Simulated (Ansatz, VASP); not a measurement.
## WS2: VASP beside Ansatz

INCAR

```
ALGO = Normal
EDIFF = 1E-6
ENCUT = 520
GGA = PS
ISIF = 2
ISMEAR = 0
LASPH = True
LCHARG = False
LREAL = False
LWAVE = False
NBANDS = 20
NELM = 60
PREC = Accurate
SIGMA = 0.02
```

KPOINTS

```
k-points
0
Gamma
  12 12 12
```

POSCAR

```
WS2
1.0
    1.5449571360      0.8919814184      5.9379986552
   -1.5449571360      0.8919814184      5.9379986552
    0.0000000000     -1.7839628367      5.9379986552
W S
1 2
Direct
    0.0114689755      0.0114689755      0.0114689755
    0.7443088459      0.7443088459      0.7443088459
    0.5755221786      0.5755221786      0.5755221786
```

Input for Ansatz:

```yaml
crystal:
  lattice:
    - [1.544957136, 0.8919814184, 5.9379986552]
    - [-1.544957136, 0.8919814184, 5.9379986552]
    - [0.0, -1.7839628367, 5.9379986552]
  atoms:
    - { symbol: W, position: [0.0114689755, 0.0114689755, 0.0114689755] }
    - { symbol: S, position: [0.7443088459, 0.7443088459, 0.7443088459] }
    - { symbol: S, position: [0.5755221786, 0.5755221786, 0.5755221786] }
basis:
  ecutwfc: 420
kpoints:
  mp_grid: { grid: [12, 12, 12] }
hamiltonian:
  xc: pbesol
scf:
  occupations: { method: gaussian, width: 0.02 }
output:
  forces: true
  stress: true
  eigenvalues: true
```

Alike in both runs: task single point; functional PBEsol; k mesh 12 × 12 × 12; occupations gaussian, width 0.02 eV; no spin polarisation.

|  | VASP | Ansatz |
| --- | --- | --- |
| version | VASP 6.6.1 | Ansatz 0.2.0 |
| potentials or method | VASP PAW PBE potentials, release 64 (W_sv, S), cutoff 520 eV | scalar-relativistic, plane waves, PAW |
| valence electrons in the cell | 26 | 26 |

```tsv
	VASP	Ansatz	Ansatz less VASP
gap on the k mesh at the Fermi level (eV)	none	none	-
pressure (GPa)	28.3	28.1	-0.24
traceless stress, the component that is largest in VASP (GPa)	-6.03	-6.08	-0.048
rms of the force components (eV/Å)	4.736	4.696	-0.0397
```

VASP's potentials were made for PBE, not for PBEsol. Atom by atom the forces differ by 0.040 eV/Å (rms over components). A gap of «none» marks a metal or a gap that the smearing closes. Both programs put the cell under a high pressure, so it lies far from rest at this level.

Spin-orbit coupling is off throughout.
